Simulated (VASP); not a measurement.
# SnO2 (P1) in VASP: single point with PBEsol

Aim: the single point of SnO2 with PBEsol.

Program: VASP 6.6.1. These are calculated values, not measurements. Logs are shortened: lines on timing, memory, paths and dates and some standing lists are left out, and cuts for length are marked.

### 1 The cell of the first run

The typed cell holds 24 atoms: a = 6.916 Å, b = 6.916 Å, c = 6.579 Å, α = 90.00°, β = 90.00°, γ = 90.00°.

### 2 Single point, PBEsol

Contents of INCAR:

```
ALGO = Normal
EDIFF = 1E-6
ENCUT = 520
GGA = PS
ISIF = 2
ISMEAR = -1
LASPH = T
LCHARG = T
LELF = T
LREAL = Auto
LVHAR = T
LWAVE = F
NBANDS = 122
NELM = 80
PREC = Accurate
SIGMA = 0.17
```

Contents of KPOINTS:

```
k-points
0
Gamma
  3 3 3
```

Contents of POSCAR:

```
SnO2
1.0
   -4.8902720000     -4.8902720000      0.0000000000
    4.8902720000     -4.8902720000      0.0000000000
    0.0000000000      0.0000000000      6.5785150000
Sn O
8 16
Direct
    0.4923856996      0.4685219963      0.0423651842
   -0.0061039550      0.5041335124      0.2350834497
    0.5177932843      0.4654035604      0.5320653673
    0.0200193363      0.4792984930      0.7607947994
    0.0349060339      0.0057665504      0.0040586667
    0.4980500062     -0.0524510702      0.2889101872
    0.0112468182     -0.0349060339      0.5142041935
    0.5111372128     -0.0139460545      0.7702498208
    0.1977395122      0.4611195451      0.0103670813
    0.0069116810      0.1998048370      0.2396133474
    0.8011313072      0.5295308727     -0.0043626867
    0.0300187801      0.7949864547      0.2445840741
    0.2020746494      0.5036120690      0.4706989343
    0.0134041624      0.1833947069      0.7617828644
    0.8140344750      0.5096955752      0.5033810822
    0.0429628454      0.7800179622      0.7849643879
    0.7043779978     -0.0440057322     -0.0229383075
    0.5608481491      0.6632759896      0.2638133378
    0.3190313340     -0.0392104979      0.0146841650
    0.5314530562      0.2493215101      0.2914183520
    0.6671919272     -0.0857927739      0.5200869801
    0.4689616447      0.6470498982      0.7608404024
    0.2891659196     -0.0005521165      0.5126384906
    0.5603471545      0.2565194738      0.7818177811
```

Potentials or basis: VASP PAW PBE potentials, release 64 (Sn_d, O).

The run is started by

```console
$ cat potpaw_PBE.64/Sn_d/POTCAR potpaw_PBE.64/O/POTCAR > POTCAR
$ mpirun -np 1 vasp_std > vasp.out
```

OUTCAR:

```text
EDIFF = 1E-6
   ENCUT = 520
   GGA = PS
   ISIF = 2
   ISMEAR = -1
   LASPH = T
   LREAL = Auto
   NELM = 80
   PREC = Accurate

 ion  position               nearest neighbor table
   1  0.492  0.469  0.042-  18 2.04   9 2.05  11 2.20  22 2.23  20 2.25  24 2.30   3 3.23   3 3.36
                             2 3.68   6 3.69   2 3.70   4 3.76
   2  0.994  0.504  0.235-  12 2.03   9 2.06  11 2.07  10 2.11  13 2.12  15 2.16   4 3.13   4 3.47
                             7 3.68   1 3.68   1 3.70
   3  0.518  0.465  0.532-  22 1.99  15 2.08  20 2.18  24 2.21  13 2.24  18 2.25   1 3.23   1 3.36
                             8 3.67   6 3.70   4 3.76
   4  0.020  0.479  0.761-  14 2.05   9 2.05  16 2.09  11 2.19  15 2.22  13 2.29   2 3.13   2 3.47
                             5 3.65   7 3.73   1 3.76   3 3.76
   5  0.035  0.006  0.004-  19 1.99  14 2.02  10 2.06  16 2.13  12 2.15  17 2.32   7 3.24   7 3.37
                             8 3.64   4 3.65   6 3.73
   6  0.498  0.948  0.289-  21 1.93  18 2.02  23 2.09  20 2.10  19 2.19  17 2.50   8 3.18   8 3.42
                             7 3.68   1 3.69   3 3.70   5 3.73
   7  0.011  0.965  0.514-  23 1.94  12 2.13  16 2.20  14 2.22  21 2.41  10 2.43   5 3.24   5 3.37
                             6 3.68   2 3.68   4 3.73
   8  0.511  0.986  0.770-  24 1.90  17 1.92  21 2.03  19 2.09  23 2.29  22 2.36   6 3.18   6 3.42
                             5 3.64   3 3.67
   9  0.198  0.461  0.010-   1 2.05   4 2.05   2 2.06
  10  0.007  0.200  0.240-   5 2.06   2 2.11   7 2.43
  11  0.801  0.530  0.996-   2 2.07   4 2.19   1 2.20
  12  0.030  0.795  0.245-   2 2.03   7 2.13   5 2.15
  13  0.202  0.504  0.471-   2 2.12   3 2.24   4 2.29
  14  0.013  0.183  0.762-   5 2.02   4 2.05   7 2.22
[... 8 lines left out ...]
  23  0.289  0.999  0.513-   7 1.94   6 2.09   8 2.29
  24  0.560  0.257  0.782-   8 1.90   3 2.21   1 2.30

  LATTYP: Found a simple tetragonal cell.
 ALAT       =     6.9158889861
 C/A-ratio  =     0.9512175533

  Lattice vectors:

 A1 = (  -4.8902720000,  -4.8902720000,   0.0000000000)
 A2 = (   4.8902720000,  -4.8902720000,   0.0000000000)
 A3 = (   0.0000000000,   0.0000000000,   6.5785150000)

Analysis of symmetry for initial positions (statically):
=====================================================================
 Subroutine PRICEL returns:
 Original cell was already a primitive cell.

 Routine SETGRP: Setting up the symmetry group for a
 simple tetragonal supercell.

 Subroutine GETGRP returns: Found  1 space group operations
 (whereof  1 operations were pure point group operations)
 out of a pool of 16 trial point group operations.

The static configuration has the point symmetry C_1 .

Analysis of symmetry for dynamics (positions and initial velocities):
=====================================================================
 Subroutine PRICEL returns:
 Original cell was already a primitive cell.

 Routine SETGRP: Setting up the symmetry group for a
 simple tetragonal supercell.

 Subroutine GETGRP returns: Found  1 space group operations
 (whereof  1 operations were pure point group operations)
 out of a pool of 16 trial point group operations.

The dynamic configuration has the point symmetry C_1 .

 Subroutine INISYM returns: Found  1 space group operations
 (whereof  1 operations are pure point group operations),
 and found     1 'primitive' translations

----------------------------------------------------------------------------------------

                                     Primitive cell

  volume of cell :     314.6472

  direct lattice vectors                    reciprocal lattice vectors
    -4.890272000 -4.890272000  0.000000000    -0.102243802 -0.102243802  0.000000000
     4.890272000 -4.890272000  0.000000000     0.102243802 -0.102243802  0.000000000
     0.000000000  0.000000000  6.578515000     0.000000000  0.000000000  0.152009990

  length of vectors
     6.915888986  6.915888986  6.578515000     0.144594571  0.144594571  0.152009990

  position of ions in fractional coordinates (direct lattice)
     0.492385700  0.468521996  0.042365184
     0.993896045  0.504133512  0.235083450
     0.517793284  0.465403560  0.532065367
     0.020019336  0.479298493  0.760794799
     0.034906034  0.005766550  0.004058667
     0.498050006  0.947548930  0.288910187
[... 16 lines left out ...]
     0.289165920  0.999447883  0.512638491
     0.560347155  0.256519474  0.781817781

  ion indices of the primitive-cell ions
   primitive index   ion index
                 1           1
                 2           2
                 3           3
                 4           4
                 5           5
                 6           6
[... 16 lines left out ...]
                23          23
                24          24

----------------------------------------------------------------------------------------

 KPOINTS: k-points

Automatic generation of k-mesh.
 Grid dimensions read from file:
 generate k-points for:    3    3    3

 Generating k-lattice:

  Cartesian coordinates                     Fractional coordinates (reciprocal lattice)
    -0.034081267 -0.034081267  0.000000000     0.333333333  0.000000000  0.000000000
     0.034081267 -0.034081267  0.000000000     0.000000000  0.333333333  0.000000000
     0.000000000  0.000000000  0.050669997     0.000000000  0.000000000  0.333333333

  Length of vectors
     0.048198190  0.048198190  0.050669997

  Shift w.r.t. Gamma in fractional coordinates (k-lattice)
     0.000000000  0.000000000  0.000000000

 Subroutine IBZKPT returns following result:
 ===========================================

 Found     14 irreducible k-points:

 Following reciprocal coordinates:
            Coordinates               Weight
  0.000000  0.000000  0.000000      1.000000
  0.333333  0.000000  0.000000      2.000000
  0.000000  0.333333  0.000000      2.000000
  0.333333  0.333333  0.000000      2.000000
 -0.333333  0.333333  0.000000      2.000000
  0.000000  0.000000  0.333333      2.000000
  0.333333  0.000000  0.333333      2.000000
  0.000000  0.333333  0.333333      2.000000
 -0.333333  0.000000  0.333333      2.000000
  0.000000 -0.333333  0.333333      2.000000
  0.333333  0.333333  0.333333      2.000000
 -0.333333  0.333333  0.333333      2.000000
 -0.333333 -0.333333  0.333333      2.000000
  0.333333 -0.333333  0.333333      2.000000
   k-points           NKPTS =     14   k-points in BZ     NKDIM =     14   number of bands    NBANDS=    122
   number of dos      NEDOS =    301   number of ions     NIONS =     24
   total plane-waves  NPLWV = 145800
   dimension x,y,z NGX =    54 NGY =   54 NGZ =   50
   dimension x,y,z NGXF=   108 NGYF=  108 NGZF=  100
   ions per type =               8  16
   NGX,Y,Z   is equivalent  to a cutoff of  12.98, 12.98, 12.64 a.u.
   NGXF,Y,Z  is equivalent  to a cutoff of  25.96, 25.96, 25.27 a.u.
 SYSTEM =  unknown system
   PREC   = accura    normal or accurate (medium, high low for compatibility)
   ISTART =      0    job   : 0-new  1-cont  2-samecut
   ICHARG =      2    charge: 1-file 2-atom 10-const
   ISPIN  =      1    spin polarized calculation?
   LNONCOLLINEAR =      F non collinear calculations
   LSORBIT =      F    spin-orbit coupling
   LASPH  =      T    aspherical Exc in radial PAW
   ENCUT  =  520.0 eV  38.22 Ry    6.18 a.u.  12.86 12.86 12.23*2*pi/ulx,y,z
   NELM   =     80;   NELMIN=  2; NELMDL= -5     # of ELM steps
   EDIFF  = 0.1E-05   stopping-criterion for ELM
   LREAL  =      T    real-space projection
   EDIFFG = 0.1E-04   stopping-criterion for IOM
   NSW    =      0    number of steps for IOM
   IBRION =     -1    ionic relax: 0-MD 1-quasi-New 2-CG
   NFREE  =      0    steps in history (QN), initial steepest desc. (CG)
   ISIF   =      2    stress and relaxation
   ISYM   =      2    0-nonsym 1-usesym 2-fastsym
   POTIM  = 0.5000    time-step for ionic-motion
   TEBEG  =    0.0;   TEEND  =   0.0 temperature during run
   PSTRESS=    0.0 pullay stress
   NELECT =     208.0000    total number of electrons
   NUPDOWN=      -1.0000    fix difference up-down
   EMIN   =  10.00;   EMAX   =-10.00  energy-range for DOS
   EFERMI =   0.00;   METHOD = LEGACY
   ISMEAR =    -1;   SIGMA  =   0.17  broadening in eV -4-tet -1-fermi 0-gaus
   EFERMI_NEDOS =   21; number of points for ismear=-14 and -15
   IALGO  =     38    algorithm
   IMIX   =      4    mixing-type and parameters
     AMIX     =   0.40;   BMIX     =  1.00
     AMIX_MAG =   1.60;   BMIX_MAG =  1.00
  volume/ion in A,a.u.               =      13.11        88.47
  Fermi-wavevector in a.u.,A,eV,Ry     =   1.426115  2.694967 27.671595  2.033805
  Thomas-Fermi vector in A             =   2.546427
   LORBIT       =      0    0 simple, 1 ext, 2 COOP (PROOUT), +10 PAW based schemes
   GGA     = PS    functional components
   LHFCALC =     F    Hartree Fock is set to
   AEXX    =    0.0000 exact exchange contribution
   IVDW    =     0    specifies the selected vdW correction
   LEPSILON=     F    determine dielectric tensor
   LRPA    =     F    only Hartree local field effects (RPA)
 non-spin polarized calculation
  energy-cutoff  :      520.00
  volume of cell :      314.65
 maximum number of plane-waves:      8501
 NGX is ok and might be reduce to    54
   NGX = 25   NGY = 25   NGZ = 25

 number of electron     207.9999992 magnetization

 Free energy of the ion-electron system (eV)
  ---------------------------------------------------
  ext. energy  EPLUGINS =         0.00000000
  ---------------------------------------------------
  free energy    TOTEN  =      -152.94105017 eV

  energy without entropy =     -152.85718664  energy(sigma->0) =     -152.89911840

 E-fermi :   5.6919     XC(G=0): -11.0547

 val. band max:        5.2531382235   @ k =   0.0000   0.0000   0.0000
 cond. band min:       6.2553429855   @ k =   0.0000   0.3333   0.0000
 fundamental gap:      1.0022047619
 Fermi energy:         5.6918828508

 k-point     1 :       0.0000    0.0000    0.0000
  band No.  band energies     occupation
      1     -16.1834      2.00000
      2     -16.0526      2.00000
      3     -15.9924      2.00000
      4     -15.9243      2.00000
      5     -15.8466      2.00000
      6     -15.7255      2.00000
[... 108 lines left out ...]
    115      11.2851      0.00000
    116      11.4587      0.00000
[... 1545 lines left out ...]
    115      11.8018      0.00000
    116      11.8988      0.00000
 [bands above 116 left out]

------------------------ aborting loop because EDIFF is reached ----------------------------------------

  FORCE on cell =-STRESS in cart. coord.  units (eV):
  Direction    XX          YY          ZZ          XY          YZ          ZX
  --------------------------------------------------------------------------------------
  -------------------------------------------------------------------------------------
  Total      -13.5199468    -11.2605123    -18.2538957      0.0048084     -2.9936742     -0.1108200
  in kB      -68.8432983    -57.3383030    -92.9484710      0.0244845    -15.2437289     -0.5642932
  external PRESSURE =     -73.0433574 kB  Pullay stress =       0.0000000 kB

 VOLUME and BASIS-vectors are now :
 -----------------------------------------------------------------------------
  energy-cutoff  :      520.00
  volume of cell :      314.65
      direct lattice vectors                 reciprocal lattice vectors
    -4.890272000 -4.890272000  0.000000000    -0.102243802 -0.102243802  0.000000000
     4.890272000 -4.890272000  0.000000000     0.102243802 -0.102243802  0.000000000
     0.000000000  0.000000000  6.578515000     0.000000000  0.000000000  0.152009990

 POSITION                                       TOTAL-FORCE (eV/Angst)
 -----------------------------------------------------------------------------------
     -0.11670     -4.69910      0.27870        -1.487240     -1.018042     -1.904125
     -2.39507     -7.32577      1.54650        -0.136719      1.180013      1.993316
     -0.25620     -4.80810      3.50020        -0.169458      0.307830     -0.659662
      2.24600     -2.44180      5.00490         1.752638     -0.229108     -2.241094
     -0.14250     -0.19890      0.02670         0.981765      2.744188      1.050256
      2.19817     -7.06937      1.90060         1.535132     -0.372027     -3.365045
[... 16 lines left out ...]
      3.47347     -6.30167      3.37240        -1.840393     -1.557780      0.333625
     -1.48580     -3.99470      5.14320         3.391178     -2.124189     -0.424345
 -----------------------------------------------------------------------------------
    total drift:                                0.005747     -0.034966     -0.000957

  FREE ENERGIE OF THE ION-ELECTRON SYSTEM (eV)
  ---------------------------------------------------
  free  energy   TOTEN  =      -152.9410501656 eV

  energy  without entropy=     -152.8571866370  energy(sigma->0) =     -152.89911840
```

It took 14 min on 1 thread of Intel Xeon Platinum 8375C at 2.90GHz (Ice Lake), shared host; peak memory 0.56 GiB.

Results:

```
Free energy            : -152.9411 eV
Pressure               : -7.3 GPa
Largest force          : 4.024 eV/Å
Band gap on the k mesh : 0.09 eV (least direct gap 0.18 eV)
```

Forces on the atoms (eV/Å):
```
Sn  -1.487 -1.018 -1.904
Sn  -0.137  1.180  1.993
Sn  -0.169  0.308 -0.660
Sn   1.753 -0.229 -2.241
Sn   0.982  2.744  1.050
Sn   1.535 -0.372 -3.365
Sn   1.035  1.491 -0.260
Sn  -1.212  3.487 -0.308
O   -0.407 -0.338 -0.001
O   -0.739  1.227  0.813
O   -1.433  0.299 -0.139
O    1.277 -0.799  0.670
O   -0.603  0.170  1.450
O   -0.306  0.433 -1.206
O   -1.161 -0.288  0.736
O    1.115 -0.511 -1.559
O   -1.335 -1.180  2.757
O    0.304  1.993  0.160
O   -0.602 -1.105  0.541
O    1.401 -0.997 -0.717
O   -1.427 -2.598  1.054
O    0.067 -0.214  1.227
O   -1.840 -1.558  0.334
O    3.391 -2.124 -0.424
```

Caveat: the cell stands under tension; the smearing spreads over this small gap; the atoms stand as in a frame of molecular dynamics; semilocal functionals underestimate gaps, and a narrow one can read as zero; the PAW data sets were made with another functional, which shifts forces and pressure a little; spin-orbit coupling is left out, which moves the levels of the heavy elements.

The gap in the log of VASP goes by the Fermi energy; the results here count the filled bands.